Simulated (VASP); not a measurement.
# Sc (I4_1/amd) in VASP: relaxation of cell and atoms with PBE

Aim: the relaxation of cell and atoms of Sc with PBE.

Program: VASP 6.6.1. These are calculated values, not measurements. Logs are shortened: lines on timing, memory, paths and dates and some standing lists are left out, and cuts for length are marked.

## Step 1: The cell of the first run

The structure is tetragonal, space group I4_1/amd (No. 141). The conventional cell has a = 5.355 Å, b = 5.355 Å, c = 3.014 Å, α = 90.00°, β = 90.00°, γ = 90.00°. Sc (site symmetry -4m2) has 10 Sc at 2.78 to 3.50 Å within 3.7 Å.

## Step 2: Relaxation of cell and atoms, PBE, target pressure 7.2 GPa, at which the enthalpy is minimised

File INCAR:

```
SYSTEM = Sc
  PREC = Accurate
  ENCUT = 600
  EDIFF = 1E-6
  ISMEAR = -1
  SIGMA = 0.05
  LREAL = .False.
  LASPH = .True.
  NELM = 60
  ALGO = Normal
  ISIF = 3
  LWAVE = .False.
  LCHARG = .False.
  GGA = PE
  IBRION = 2
  NSW = 32
  EDIFFG = -0.005
  PSTRESS = 72.0
```

File KPOINTS:

```
Automatic mesh
0
Gamma
  14 14 14
  0 0 0
```

File POSCAR:

```
Sc
1.0
   -2.6777345851      2.6777345851      1.5070032422
    2.6777345851     -2.6777345851      1.5070032422
    2.6777345851      2.6777345851     -1.5070032422
Sc
2
Direct
   -0.3750000000     -0.1250000000     -0.2500000000
    0.3750000000      0.1250000000      0.2500000000
```

Potentials or basis: VASP PAW PBE potentials, release 64 (Sc_sv).

On the command line:

```sh
cat potpaw_PBE.64/Sc_sv/POTCAR > POTCAR
mpirun -np 1 vasp_std > vasp.out
```

OUTCAR:

```text
SYSTEM = Sc
   PREC = Accurate
   ENCUT = 600
   EDIFF = 1E-6
   ISMEAR = -1
   LREAL = .False.
   LASPH = .True.
   NELM = 60
   ISIF = 3
   GGA = PE
   IBRION = 2
   NSW = 32
   EDIFFG = -0.005
   PSTRESS = 72.0

 ion  position               nearest neighbor table
   1  0.625  0.875  0.750-   2 2.78   2 2.78   2 2.78   2 2.78
   2  0.375  0.125  0.250-   1 2.78   1 2.78   1 2.78   1 2.78

  LATTYP: Found a body centered tetragonal cell.
 ALAT       =     5.3554691702
 C/A-ratio  =     0.5627903716

  Lattice vectors:

 A1 = (  -2.6777345851,   2.6777345851,   1.5070032422)
 A2 = (   2.6777345851,  -2.6777345851,   1.5070032422)
 A3 = (   2.6777345851,   2.6777345851,  -1.5070032422)

Analysis of symmetry for initial positions (statically):
=====================================================================
 Subroutine PRICEL returns:
 Original cell was already a primitive cell.

 Routine SETGRP: Setting up the symmetry group for a
 body centered tetragonal supercell.

 Subroutine GETGRP returns: Found 16 space group operations
 (whereof  4 operations were pure point group operations)
 out of a pool of 16 trial point group operations.

The static configuration has the point symmetry C_2h.
 The point group associated with its full space group is D_4h.

Analysis of symmetry for dynamics (positions and initial velocities):
=====================================================================
 Subroutine PRICEL returns:
 Original cell was already a primitive cell.

 Routine SETGRP: Setting up the symmetry group for a
 body centered tetragonal supercell.

 Subroutine GETGRP returns: Found 16 space group operations
 (whereof  4 operations were pure point group operations)
 out of a pool of 16 trial point group operations.

The dynamic configuration has the point symmetry C_2h.
 The point group associated with its full space group is D_4h.

 Subroutine INISYM returns: Found 16 space group operations
 (whereof  4 operations are pure point group operations),
 and found     1 'primitive' translations

----------------------------------------------------------------------------------------

                                     Primitive cell

  volume of cell :      43.2224

  direct lattice vectors                    reciprocal lattice vectors
    -2.677734585  2.677734585  1.507003242     0.000000000  0.186725004  0.331784290
     2.677734585 -2.677734585  1.507003242     0.186725004  0.000000000  0.331784290
     2.677734585  2.677734585 -1.507003242     0.186725004  0.186725004  0.000000000

  length of vectors
     4.075731074  4.075731074  4.075731074     0.380719111  0.380719111  0.264069033

  position of ions in fractional coordinates (direct lattice)
     0.625000000  0.875000000  0.750000000
     0.375000000  0.125000000  0.250000000

  ion indices of the primitive-cell ions
   primitive index   ion index
                 1           1
                 2           2

----------------------------------------------------------------------------------------

 KPOINTS: Automatic mesh

Automatic generation of k-mesh.
 Grid dimensions read from file:
 generate k-points for:   14   14   14

 Generating k-lattice:

  Cartesian coordinates                     Fractional coordinates (reciprocal lattice)
     0.000000000  0.013337500  0.023698878     0.071428571  0.000000000 -0.000000000
     0.013337500  0.000000000  0.023698878     0.000000000  0.071428571 -0.000000000
     0.013337500  0.013337500  0.000000000     0.000000000  0.000000000  0.071428571

  Length of vectors
     0.027194222  0.027194222  0.018862074

  Shift w.r.t. Gamma in fractional coordinates (k-lattice)
     0.000000000  0.000000000  0.000000000

 Subroutine IBZKPT returns following result:
 ===========================================

 Found    244 irreducible k-points:

 Following reciprocal coordinates:
            Coordinates               Weight
  0.000000  0.000000  0.000000      1.000000
  0.071429  0.000000  0.000000      8.000000
  0.142857  0.000000  0.000000      8.000000
  0.214286  0.000000 -0.000000      8.000000
  0.285714  0.000000  0.000000      8.000000
  0.357143  0.000000 -0.000000      8.000000
[... 16 lines left out ...]
  0.214286  0.142857  0.000000     16.000000
  0.285714  0.142857  0.000000     16.000000
 [... further k-points ...]
   k-points           NKPTS =    244   k-points in BZ     NKDIM =    244   number of bands    NBANDS=     15
   number of dos      NEDOS =    301   number of ions     NIONS =      2
   total plane-waves  NPLWV =  46656
   dimension x,y,z NGX =    36 NGY =   36 NGZ =   36
   dimension x,y,z NGXF=    72 NGYF=   72 NGZF=   72
   ions per type =               2
   NGX,Y,Z   is equivalent  to a cutoff of  14.68, 14.68, 14.68 a.u.
   NGXF,Y,Z  is equivalent  to a cutoff of  29.37, 29.37, 29.37 a.u.
 SYSTEM =  Sc
   PREC   = accura    normal or accurate (medium, high low for compatibility)
   ISTART =      0    job   : 0-new  1-cont  2-samecut
   ICHARG =      2    charge: 1-file 2-atom 10-const
   ISPIN  =      1    spin polarized calculation?
   LNONCOLLINEAR =      F non collinear calculations
   LSORBIT =      F    spin-orbit coupling
   LASPH  =      T    aspherical Exc in radial PAW
   ENCUT  =  600.0 eV  44.10 Ry    6.64 a.u.   8.14  8.14  8.14*2*pi/ulx,y,z
   NELM   =     60;   NELMIN=  2; NELMDL= -5     # of ELM steps
   EDIFF  = 0.1E-05   stopping-criterion for ELM
   LREAL  =      F    real-space projection
   EDIFFG = -.5E-02   stopping-criterion for IOM
   NSW    =     32    number of steps for IOM
   IBRION =      2    ionic relax: 0-MD 1-quasi-New 2-CG
   NFREE  =      1    steps in history (QN), initial steepest desc. (CG)
   ISIF   =      3    stress and relaxation
   ISYM   =      2    0-nonsym 1-usesym 2-fastsym
   POTIM  = 0.5000    time-step for ionic-motion
   TEBEG  =    0.0;   TEEND  =   0.0 temperature during run
   PSTRESS=   72.0 pullay stress
   NELECT =      22.0000    total number of electrons
   NUPDOWN=      -1.0000    fix difference up-down
   EMIN   =  10.00;   EMAX   =-10.00  energy-range for DOS
   EFERMI =   0.00;   METHOD = LEGACY
   ISMEAR =    -1;   SIGMA  =   0.05  broadening in eV -4-tet -1-fermi 0-gaus
   EFERMI_NEDOS =   21; number of points for ismear=-14 and -15
   IALGO  =     38    algorithm
   IMIX   =      4    mixing-type and parameters
     AMIX     =   0.40;   BMIX     =  1.00
     AMIX_MAG =   1.60;   BMIX_MAG =  1.00
  volume/ion in A,a.u.               =      21.61       145.84
  Fermi-wavevector in a.u.,A,eV,Ry     =   1.307112  2.470083 23.246106  1.708541
  Thomas-Fermi vector in A             =   2.437868
   LORBIT       =      0    0 simple, 1 ext, 2 COOP (PROOUT), +10 PAW based schemes
   GGA     = PE    functional components
   LHFCALC =     F    Hartree Fock is set to
   AEXX    =    0.0000 exact exchange contribution
   IVDW    =     0    specifies the selected vdW correction
   LEPSILON=     F    determine dielectric tensor
   LRPA    =     F    only Hartree local field effects (RPA)
 conjugate gradient relaxation of ions
 non-spin polarized calculation
  energy-cutoff  :      600.00
  volume of cell :       43.22
 maximum number of plane-waves:      1458
 NGX is ok and might be reduce to    36
   NGX = 17   NGY = 17   NGZ = 17

--------------------------------------- Ionic step        1  -------------------------------------------

 number of electron      21.9999998 magnetization

 Free energy of the ion-electron system (eV)
  ---------------------------------------------------
  ext. energy  EPLUGINS =         0.00000000
  ---------------------------------------------------
  free energy    TOTEN  =       -11.55675351 eV

  energy without entropy =      -11.52579347  energy(sigma->0) =      -11.54127349

------------------------ aborting loop because EDIFF is reached ----------------------------------------

  FORCE on cell =-STRESS in cart. coord.  units (eV):
  Direction    XX          YY          ZZ          XY          YZ          ZX
  --------------------------------------------------------------------------------------
  -------------------------------------------------------------------------------------
  Total        1.9823398      1.9823398      1.9720593     -0.0000000      0.0000000      0.0000000
  in kB       73.4817431     73.4817431     73.1006634     -0.0000000      0.0000000      0.0000000
  external PRESSURE =       1.3547165 kB  Pullay stress =      72.0000000 kB
[... 99 lines left out ...]
  enthalpy is  TOTEN    =        -9.6144343784 eV   P V=        1.9467629703

--------------------------------------- Ionic step        4  -------------------------------------------

 number of electron      21.9999998 magnetization

 Free energy of the ion-electron system (eV)
  ---------------------------------------------------
  ext. energy  EPLUGINS =         0.00000000
  ---------------------------------------------------
  free energy    TOTEN  =       -11.56072094 eV

  energy without entropy =      -11.52966657  energy(sigma->0) =      -11.54519376

 E-fermi :   4.4752     XC(G=0): -10.3838

 val. band max:        4.4719030195   @ k =   0.1429   0.1429   0.0000
 cond. band min:       4.4810961576   @ k =  -0.1429   0.1429   0.0000
 fundamental gap:      0.0091931382
 Fermi energy:         4.4751679116

 k-point     1 :       0.0000    0.0000    0.0000
  band No.  band energies     occupation
      1     -44.9245      2.00000
      2     -44.6643      2.00000
      3     -23.8671      2.00000
      4     -23.8671      2.00000
      5     -23.1522      2.00000
      6     -23.1522      2.00000
      7     -23.1508      2.00000
      8     -23.1391      2.00000
      9      -0.7597      2.00000
     10       2.4749      2.00000
     11       4.3187      1.91615
     12       4.6138      0.11769
     13       5.4040      0.00000
     14       7.4354      0.00000
     15       7.4383      0.00000
[... 397 lines left out ...]
 k-point    24 :       0.2857    0.1429    0.0000
  band No.  band energies     occupation
      1     -44.8158      2.00000
      2     -44.6746      2.00000
      3     -23.8232      2.00000
      4     -23.7544      2.00000
      5     -23.5791      2.00000
      6     -23.5066      2.00000
      7     -23.2241      2.00000
      8     -23.1469      2.00000
      9       2.4572      2.00000
     10       3.2033      2.00000
     11       3.7958      2.00000
     12       4.9458      0.00016
     13       5.2439      0.00000
     14       5.8622      0.00000
     15       6.4316      0.00000

 [... further k-points ...]
[... 5 lines left out ...]
  --------------------------------------------------------------------------------------
  -------------------------------------------------------------------------------------
  Total        1.9516628      1.9516628      1.9393875      0.0000000      0.0000000      0.0000000
  in kB       72.1988465     72.1988465     71.7447410      0.0000000      0.0000000      0.0000000
  external PRESSURE =       0.0474780 kB  Pullay stress =      72.0000000 kB
[... 17 lines left out ...]
  FREE ENERGIE OF THE ION-ELECTRON SYSTEM (eV)
  ---------------------------------------------------
  free  energy   TOTEN  =       -11.5607209369 eV

  energy  without entropy=      -11.5296665740  energy(sigma->0) =      -11.54519376

  enthalpy is  TOTEN    =        -9.6144333226 eV   P V=        1.9462876143

 reached required accuracy - stopping structural energy minimisation
```

Run time: 2.8 min. Hardware: 1 thread of Intel Xeon 6975P-C (Granite Rapids), shared host; peak memory 0.33 GiB.

What came out:

```
Free energy                                                : -11.5607 eV
Relaxed volume                                             : 21.65 Å³/atom
Relaxed cell                                               : a = 4.079 Å, b = 4.079 Å, c = 4.079 Å, α = 97.86°, β = 97.86°, γ = 136.61°
Space group after relaxing (to 0.1 Å)                      : I4_1/amd (No. 141)
Energy change on relaxing (the run minimises the enthalpy) : -2.0 meV/atom
Ionic steps                                                : 4
Pressure after relaxing                                    : 7.2 GPa
Band gap on the k mesh                                     : zero (bands 11 and 12 overlap by 0.96 eV)
```

The path:
| step | energy change (eV) | largest force (eV/Å) | pressure (GPa) | volume (Å³) |
| --- | --- | --- | --- | --- |
| 1 | 0.0000 | 0.0000 | 7.34 | 43.22 |
| 2 | -0.0052 | 0.0000 | 7.16 | 43.34 |
| 3 | -0.0044 | 0.0000 | 7.18 | 43.32 |
| 4 | -0.0040 | 0.0000 | 7.20 | 43.31 |

Final structure:
```
Sc
1.0
    -2.67970    2.67970    1.50783
     2.67970   -2.67970    1.50783
     2.67970    2.67970   -1.50783
Sc
2
Direct
  0.62500 0.87500 0.75000
  0.37500 0.12500 0.25000
```

Caveat: the cell is relaxed towards a set pressure, so the run minimises the enthalpy, not the energy.
